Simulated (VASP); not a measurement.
Si:

```
Si
1.0
     2.68955    0.00000    0.00000
    -1.34477    2.32922    0.00000
     0.00000    0.00000    4.57256
Si
2
Direct
  0.33333 0.66667 0.25000
  0.66667 0.33333 0.75000
```

This isn't the form of Si at room conditions, which is diamond.

Base run:

* Program: VASP 6.6.1
* Functional: PBEsol
* Potentials or basis: VASP PAW PBE potentials, release 64 (Si)
* Cutoff: 400 eV
* k mesh: 15 × 15 × 8
* Occupations: fermi-dirac, width 0.05 eV
* Spin: no spin polarisation

Its results: band gap on the k mesh zero (bands 4 and 5 overlap by 12.50 eV); pressure -2.4 GPa.

The run is repeated on the same cell with these changes: functional from PBEsol to LDA; potentials or basis from VASP PAW PBE potentials, release 64 (Si) to VASP PAW LDA potentials, release 64 (Si). What comes out?

Band gap on the k mesh zero (bands 4 and 5 overlap by 12.34 eV); pressure -3.3 GPa.

Caveats: the PAW data sets were made with another functional, which shifts forces and pressure a little (at least some runs); the cell stands under tension (at least some runs).
